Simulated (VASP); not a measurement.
# CdSe: single point with PBEsol-based screened hybrid with 25 % exact exchange

CdSe:

```xyz
4
Lattice="4.3000 0.0000 0.0000 -2.1500 3.7239 0.0000 0.0000 0.0000 7.0200" Properties=species:S:1:pos:R:3 pbc="T T T"
Cd    2.1500    1.2413    3.5100
Cd    0.0000    2.4826    0.0000
Se    2.1500    1.2413    6.2127
Se    0.0000    2.4826    2.7027
```

- Program: VASP 6.6.1
- Task: single point
- Functional: PBEsol-based screened hybrid with 25 % exact exchange
- Potentials or basis: VASP PAW PBE potentials, release 64 (Cd, Se)
- Cutoff: 520 eV
- k mesh: 4 × 4 × 2
- Occupations: fermi-dirac, width 0.05 eV
- Spin: no spin polarisation

```yaml
Pressure: 0.1 GPa
Largest_force: 0.289 eV/Å
Band_gap_on_the_k_mesh: 1.52 eV
```

Forces in eV/Å, atoms in the order of the input:
```
Cd   0.000  0.000  0.289
Cd   0.000  0.000  0.289
Se   0.000  0.000 -0.289
Se   0.000  0.000 -0.289
```

Stress tensor (GPa, compression positive):
```
 0.78  0.00  0.00
 0.00  0.78  0.00
 0.00  0.00 -1.41
```

Levels at points of the mesh, in eV from the valence-band top:
| k point | band 15 | band 16 | band 17 | band 18 | band 19 | band 20 | band 21 | band 22 |
| --- | --- | --- | --- | --- | --- | --- | --- | --- |
| (0.00, 0.00, 0.00) | -0.79 | 0.00 | 0.00 | 0.00 | 1.52 | 3.00 | 6.83 | 6.83 |
| (0.50, 0.00, 0.00) | -2.77 | -2.01 | -1.33 | -0.90 | 4.13 | 4.16 | 5.58 | 7.25 |
| (0.00, 0.00, 0.50) | -0.41 | -0.41 | -0.41 | -0.41 | 3.22 | 3.22 | 6.76 | 6.76 |
| (0.50, 0.00, 0.50) | -1.49 | -1.49 | -1.39 | -1.39 | 3.81 | 3.81 | 5.67 | 5.67 |

Wall time 13 min on 1 thread of Intel(R) Xeon(R) 6975P-C (Granite Rapids), with other jobs on the host, peak memory 0.36 GiB.

Caveat: the k points lie up to 0.45 Å⁻¹ apart; the PAW data sets were made with another functional, which shifts forces and pressure a little.
